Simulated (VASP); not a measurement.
# TaN (P3m1) in VASP: single point with PBEsol

Aim: the single point of TaN with PBEsol.

All numbers are computed with VASP 6.6.1; they aren't measurements. Logs are shortened: lines on timing, memory, paths and dates and some standing lists are left out, and cuts for length are marked.

## (1) The cell of the first run

Symmetry: P3m1, No. 156, trigonal system. Conventional cell: a = 5.205 Å, b = 5.205 Å, c = 2.904 Å, α = 90.00°, β = 90.00°, γ = 120.00°. Within 3.5 Å of Ta (site symmetry 3m) lie 6 N at 2.60 Å and 14 Ta at 2.90 to 3.44 Å. Ta (site symmetry 3m) has 6 N at 1.94 to 2.25 Å within 2.6 Å. Within 3.1 Å of Ta (site symmetry 3m) lie 6 N at 2.09 Å and 5 Ta at 2.90 to 3.01 Å. N (site symmetry m) has 6 Ta at 1.94 to 2.60 Å and 4 N at 2.60 Å within 2.7 Å.

## (2) Single point, PBEsol (atom 2 (Ta) moved -0.225 Å towards its neighbour atom 2 (Ta) at 2.904 Å)

Contents of INCAR:

```
SYSTEM = TaN
PREC = Accurate
ENCUT = 520
EDIFF = 1E-6
ISMEAR = 0
SIGMA = 0.15
LREAL = .FALSE.
LASPH = .TRUE.
NELM = 60
ALGO = Normal
ISIF = 2
LWAVE = .FALSE.
LCHARG = .FALSE.
GGA = PS
NBANDS = 33
```

Contents of KPOINTS:

```
Automatic mesh
0
G
  12 12 16
  0 0 0
```

Contents of POSCAR:

```
TaN
1.0
    5.2050894145      0.0000000000      0.0000000000
   -2.6025447072      4.5077396619      0.0000000000
    0.0000000000      0.0000000000      2.9035873904
Ta N
3 3
Direct
    0.0000000000      0.0000000000      0.0000000000
    0.3333333333      0.6666666667      0.5774903489
    0.6666666667      0.3333333333      0.5000000000
    0.5000000000      0.0000000000      0.0000000000
    0.5000000000      0.5000000000      0.0000000000
    0.0000000000      0.5000000000      0.0000000000
```

Potentials or basis: VASP PAW PBE potentials, release 64 (Ta_pv, N).

Started as:

```bash
$ cat potpaw_PBE.64/Ta_pv/POTCAR potpaw_PBE.64/N/POTCAR > POTCAR
$ mpirun -np 1 vasp_std > vasp.out
```

OUTCAR:

```text
SYSTEM = TaN
   PREC = Accurate
   ENCUT = 520
   EDIFF = 1E-6
   ISMEAR = 0
   LREAL = .FALSE.
   LASPH = .TRUE.
   NELM = 60
   ISIF = 2
   GGA = PS

 ion  position               nearest neighbor table
   1  0.000  0.000  0.000-   6 2.60   6 2.60   4 2.60   4 2.60   5 2.60   5 2.60   2 3.25   2 3.25
                             2 3.25   3 3.34   3 3.34   3 3.34   3 3.34   3 3.34   3 3.34   2 3.44
   2  0.333  0.667  0.577-   4 1.94   6 1.94   5 1.94   4 2.25   6 2.25   5 2.25   3 3.01   3 3.01
                             3 3.01   1 3.25   1 3.25   1 3.25   1 3.44   1 3.44   1 3.44
   3  0.667  0.333  0.500-   4 2.09   4 2.09   6 2.09   6 2.09   5 2.09   5 2.09   2 3.01   2 3.01
                             2 3.01   1 3.34   1 3.34   1 3.34   1 3.34   1 3.34   1 3.34
   4  0.500  0.000  0.000-   2 1.94   3 2.09   3 2.09   2 2.25   1 2.60   1 2.60
   5  0.500  0.500  0.000-   2 1.94   3 2.09   3 2.09   2 2.25   1 2.60   1 2.60
   6  0.000  0.500  0.000-   2 1.94   3 2.09   3 2.09   2 2.25   1 2.60   1 2.60

  LATTYP: Found a hexagonal cell.
 ALAT       =     5.2050894145
 C/A-ratio  =     0.5578362174

  Lattice vectors:

 A1 = (   5.2050894145,   0.0000000000,   0.0000000000)
 A2 = (  -2.6025447072,   4.5077396619,   0.0000000000)
 A3 = (   0.0000000000,   0.0000000000,   2.9035873904)

Analysis of symmetry for initial positions (statically):
=====================================================================
 Subroutine PRICEL returns:
 Original cell was already a primitive cell.

 Routine SETGRP: Setting up the symmetry group for a
 hexagonal supercell.

 Subroutine GETGRP returns: Found  6 space group operations
 (whereof  6 operations were pure point group operations)
 out of a pool of 24 trial point group operations.

The static configuration has the point symmetry C_3v.

Analysis of symmetry for dynamics (positions and initial velocities):
=====================================================================
 Subroutine PRICEL returns:
 Original cell was already a primitive cell.

 Routine SETGRP: Setting up the symmetry group for a
 hexagonal supercell.

 Subroutine GETGRP returns: Found  6 space group operations
 (whereof  6 operations were pure point group operations)
 out of a pool of 24 trial point group operations.

The dynamic configuration has the point symmetry C_3v.

 Subroutine INISYM returns: Found  6 space group operations
 (whereof  6 operations are pure point group operations),
 and found     1 'primitive' translations

----------------------------------------------------------------------------------------

                                     Primitive cell

  volume of cell :      68.1274

  direct lattice vectors                    reciprocal lattice vectors
     5.205089414  0.000000000  0.000000000     0.192119658  0.110920336  0.000000000
    -2.602544707  4.507739662  0.000000000     0.000000000  0.221840673  0.000000000
     0.000000000  0.000000000  2.903587390     0.000000000  0.000000000  0.344401551

  length of vectors
     5.205089414  5.205089414  2.903587390     0.221840673  0.221840673  0.344401551

  position of ions in fractional coordinates (direct lattice)
     0.000000000  0.000000000  0.000000000
     0.333333333  0.666666667  0.577490349
     0.666666667  0.333333333  0.500000000
     0.500000000  0.000000000  0.000000000
     0.500000000  0.500000000  0.000000000
     0.000000000  0.500000000  0.000000000

  ion indices of the primitive-cell ions
   primitive index   ion index
                 1           1
                 2           2
                 3           3
                 4           4
                 5           5
                 6           6

----------------------------------------------------------------------------------------

 KPOINTS: Automatic mesh

Automatic generation of k-mesh.
 Grid dimensions read from file:
 generate k-points for:   12   12   16

 Generating k-lattice:

  Cartesian coordinates                     Fractional coordinates (reciprocal lattice)
     0.016009972  0.009243361  0.000000000     0.083333333  0.000000000  0.000000000
     0.000000000  0.018486723  0.000000000     0.000000000  0.083333333  0.000000000
     0.000000000  0.000000000  0.021525097     0.000000000  0.000000000  0.062500000

  Length of vectors
     0.018486723  0.018486723  0.021525097

  Shift w.r.t. Gamma in fractional coordinates (k-lattice)
     0.000000000  0.000000000  0.000000000

 Subroutine IBZKPT returns following result:
 ===========================================

 Found    255 irreducible k-points:

 Following reciprocal coordinates:
            Coordinates               Weight
  0.000000  0.000000  0.000000      1.000000
  0.083333  0.000000  0.000000      6.000000
  0.166667  0.000000  0.000000      6.000000
  0.250000  0.000000  0.000000      6.000000
  0.333333  0.000000  0.000000      6.000000
  0.416667 -0.000000  0.000000      6.000000
[... 16 lines left out ...]
  0.166667  0.000000  0.062500      6.000000
  0.000000  0.166667  0.062500      6.000000
 [... further k-points ...]
   k-points           NKPTS =    255   k-points in BZ     NKDIM =    255   number of bands    NBANDS=     33
   number of dos      NEDOS =    301   number of ions     NIONS =      6
   total plane-waves  NPLWV =  38400
   dimension x,y,z NGX =    40 NGY =   40 NGZ =   24
   dimension x,y,z NGXF=    80 NGYF=   80 NGZF=   48
   ions per type =               3   3
   NGX,Y,Z   is equivalent  to a cutoff of  12.78, 12.78, 13.74 a.u.
   NGXF,Y,Z  is equivalent  to a cutoff of  25.55, 25.55, 27.48 a.u.
 SYSTEM =  TaN
   PREC   = accura    normal or accurate (medium, high low for compatibility)
   ISTART =      0    job   : 0-new  1-cont  2-samecut
   ICHARG =      2    charge: 1-file 2-atom 10-const
   ISPIN  =      1    spin polarized calculation?
   LNONCOLLINEAR =      F non collinear calculations
   LSORBIT =      F    spin-orbit coupling
   LASPH  =      T    aspherical Exc in radial PAW
   ENCUT  =  520.0 eV  38.22 Ry    6.18 a.u.   9.68  9.68  5.40*2*pi/ulx,y,z
   NELM   =     60;   NELMIN=  2; NELMDL= -5     # of ELM steps
   EDIFF  = 0.1E-05   stopping-criterion for ELM
   LREAL  =      F    real-space projection
   EDIFFG = 0.1E-04   stopping-criterion for IOM
   NSW    =      0    number of steps for IOM
   IBRION =     -1    ionic relax: 0-MD 1-quasi-New 2-CG
   NFREE  =      0    steps in history (QN), initial steepest desc. (CG)
   ISIF   =      2    stress and relaxation
   ISYM   =      2    0-nonsym 1-usesym 2-fastsym
   POTIM  = 0.5000    time-step for ionic-motion
   TEBEG  =    0.0;   TEEND  =   0.0 temperature during run
   PSTRESS=    0.0 pullay stress
   NELECT =      48.0000    total number of electrons
   NUPDOWN=      -1.0000    fix difference up-down
   EMIN   =  10.00;   EMAX   =-10.00  energy-range for DOS
   EFERMI =   0.00;   METHOD = LEGACY
   ISMEAR =     0;   SIGMA  =   0.15  broadening in eV -4-tet -1-fermi 0-gaus
   EFERMI_NEDOS =   21; number of points for ismear=-14 and -15
   IALGO  =     38    algorithm
   IMIX   =      4    mixing-type and parameters
     AMIX     =   0.40;   BMIX     =  1.00
     AMIX_MAG =   1.60;   BMIX_MAG =  1.00
  volume/ion in A,a.u.               =      11.35        76.62
  Fermi-wavevector in a.u.,A,eV,Ry     =   1.456737  2.752835 28.872704  2.122084
  Thomas-Fermi vector in A             =   2.573621
   LORBIT       =      0    0 simple, 1 ext, 2 COOP (PROOUT), +10 PAW based schemes
   GGA     = PS    functional components
   LHFCALC =     F    Hartree Fock is set to
   AEXX    =    0.0000 exact exchange contribution
   IVDW    =     0    specifies the selected vdW correction
   LEPSILON=     F    determine dielectric tensor
   LRPA    =     F    only Hartree local field effects (RPA)
 non-spin polarized calculation
 Gauss-broadening in eV      SIGMA  =   0.15
  energy-cutoff  :      520.00
  volume of cell :       68.13
 maximum number of plane-waves:      1858
 NGX is ok and might be reduce to    40
   NGX = 19   NGY = 19   NGZ = 11

 number of electron      47.9999998 magnetization

 Free energy of the ion-electron system (eV)
  ---------------------------------------------------
  ext. energy  EPLUGINS =         0.00000000
  ---------------------------------------------------
  free energy    TOTEN  =       -68.14631957 eV

  energy without entropy =      -68.13645865  energy(sigma->0) =      -68.14138911

 E-fermi :   7.9825     XC(G=0): -13.1562

 val. band max:        7.9809686894   @ k =   0.1667   0.0833   0.3750
 cond. band min:       7.9931766237   @ k =   0.1667   0.0000   0.0625
 fundamental gap:      0.0122079343
 Fermi energy:         7.9824659972

 k-point     1 :       0.0000    0.0000    0.0000
  band No.  band energies     occupation
      1     -28.1010      2.00000
      2     -28.1010      2.00000
      3     -27.7250      2.00000
      4     -27.7250      2.00000
      5     -27.4945      2.00000
      6     -27.4105      2.00000
[... 25 lines left out ...]
     32      11.3789      0.00000
     33      11.3789      0.00000

 k-point     2 :       0.0833    0.0000    0.0000
  band No.  band energies     occupation
      1     -28.1070      2.00000
      2     -28.0991      2.00000
      3     -27.7176      2.00000
      4     -27.7167      2.00000
      5     -27.4935      2.00000
      6     -27.4203      2.00000
[... 25 lines left out ...]
     32      11.3530      0.00000
     33      11.5596      0.00000
[... 754 lines left out ...]
     32      11.1980      0.00000
     33      11.7968      0.00000

 k-point    24 :       0.0000    0.1667    0.0625
  band No.  band energies     occupation
      1     -28.1168      2.00000
      2     -28.0839      2.00000
      3     -27.6989      2.00000
      4     -27.6862      2.00000
      5     -27.5306      2.00000
      6     -27.4413      2.00000
[... 25 lines left out ...]
     32      11.1528      0.00000
     33      11.7964      0.00000

 [... further k-points ...]

------------------------ aborting loop because EDIFF is reached ----------------------------------------

  FORCE on cell =-STRESS in cart. coord.  units (eV):
  Direction    XX          YY          ZZ          XY          YZ          ZX
  --------------------------------------------------------------------------------------
  -------------------------------------------------------------------------------------
  Total        2.4503497      2.4503497      3.8516917      0.0000000      0.0000000     -0.0000000
  in kB       57.6257680     57.6257680     90.5816392      0.0000000      0.0000000     -0.0000000
  external PRESSURE =      68.6110584 kB  Pullay stress =       0.0000000 kB

 VOLUME and BASIS-vectors are now :
 -----------------------------------------------------------------------------
  energy-cutoff  :      520.00
  volume of cell :       68.13
      direct lattice vectors                 reciprocal lattice vectors
     5.205089414  0.000000000  0.000000000     0.192119658  0.110920336  0.000000000
    -2.602544707  4.507739662  0.000000000     0.000000000  0.221840673  0.000000000
     0.000000000  0.000000000  2.903587390     0.000000000  0.000000000  0.344401551

 POSITION                                       TOTAL-FORCE (eV/Angst)
 -----------------------------------------------------------------------------------
      0.00000      0.00000      0.00000        -0.000000      0.000000      0.001279
     -0.00000      3.00516      1.67679        -0.000000     -0.000000     -5.049153
      2.60254      1.50258      1.45179        -0.000000      0.000000     -0.118637
      2.60254      0.00000      0.00000         0.000000      0.795751      1.722170
      1.30127      2.25387      0.00000         0.689140     -0.397875      1.722170
     -1.30127      2.25387      0.00000        -0.689140     -0.397875      1.722170
 -----------------------------------------------------------------------------------
    total drift:                               -0.000000      0.000000      0.000250

  FREE ENERGIE OF THE ION-ELECTRON SYSTEM (eV)
  ---------------------------------------------------
  free  energy   TOTEN  =       -68.1463195743 eV

  energy  without entropy=      -68.1364586545  energy(sigma->0) =      -68.14138911
```

Wall time 5.2 min (1 thread of Intel Xeon Platinum 8488C (Sapphire Rapids), shared host); peak memory 0.52 GiB.

Results:

```
Free energy            : -68.1463 eV
Pressure               : 6.9 GPa
Largest force          : 5.049 eV/Å
Band gap on the k mesh : zero (bands 24 and 25 overlap by 2.16 eV)
```

Forces on the atoms (eV/Å):
```
Ta   0.000  0.000  0.001
Ta   0.000  0.000 -5.049
Ta   0.000  0.000 -0.119
N    0.000  0.796  1.722
N    0.689 -0.398  1.722
N   -0.689 -0.398  1.722
```

Caveat: the cell differs from its parent crystal (atom 2 (Ta) moved -0.225 Å towards its neighbour atom 2 (Ta) at 2.904 Å); the cell stands under pressure; the PAW data sets were made with another functional, which shifts forces and pressure a little; spin-orbit coupling is left out, which moves the levels of the heavy elements.
